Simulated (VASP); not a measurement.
Here is a VASP 6.6.1 calculation.

Contents of INCAR:

```
SYSTEM = HfO2
PREC     = Accurate       ! precision mode
ENCUT    = 600            ! plane-wave cutoff, eV
EDIFF    = 1E-6           ! SCF threshold, eV
ISMEAR   = 0              ! smearing method
SIGMA    = 0.01           ! smearing width, eV
LREAL    = .False.        ! projectors in reciprocal space
LASPH    = .True.         ! aspherical terms in the spheres
NELM     = 60             ! most SCF steps
ALGO     = Normal         ! electronic algorithm
ISIF     = 3              ! what is computed and relaxed
LWAVE    = .False.        ! write WAVECAR
LCHARG   = .False.        ! write CHGCAR
GGA      = PE             ! functional
IBRION   = 2              ! ionic algorithm
NSW      = 80             ! ionic steps
EDIFFG   = -0.001         ! ionic threshold
PSTRESS  = 250.0
```

KPOINTS

```
Automatic mesh
0
Gamma
  8 8 8
  0 0 0
```

The input POSCAR:

```
HfO2
1.0
    0.0000000000      2.5488057610      2.5488057610
    2.5488057610      0.0000000000      2.5488057610
    2.5488057610      2.5488057610      0.0000000000
Hf O
1 2
Direct
    0.0000000000      0.0000000000      0.0000000000
    0.2500000000      0.2500000000      0.2500000000
    0.7500000000      0.7500000000      0.7500000000
```

Potentials or basis: VASP PAW PBE potentials, release 64 (Hf_pv, O).

Command:

```console
$ cat potpaw_PBE.64/Hf_pv/POTCAR potpaw_PBE.64/O/POTCAR > POTCAR
$ mpirun -np 1 vasp_std > vasp.out
```

Task: Predict the relaxed cell.

Result: a = 3.488 Å, b = 3.488 Å, c = 3.488 Å, α = 60.00°, β = 60.00°, γ = 60.00°.

Task: Estimate the space group after relaxing (to 0.1 Å).

Result: Fm-3m (No. 225).

Task: Predict the band gap on the k mesh.

Result: 4.03 eV.

The path:
```tsv
step	energy change (eV)	largest force (eV/Å)	pressure (GPa)	volume (Å³)
1	0.0000	0.0000	-3.87	33.12
2	2.6226	0.0000	133.36	24.47
3	0.1511	0.0000	22.61	30.20
4	0.1749	0.0000	24.48	30.04
5	0.1841	0.0000	25.18	29.98
6	0.1775	0.0000	24.68	30.02
7	0.1817	0.0000	25.00	30.00
```

Caveat: the cell is relaxed towards a set pressure, so the run minimises the enthalpy, not the energy; spin-orbit coupling is left out, which moves the levels of the heavy elements. A k mesh can miss the band edges.
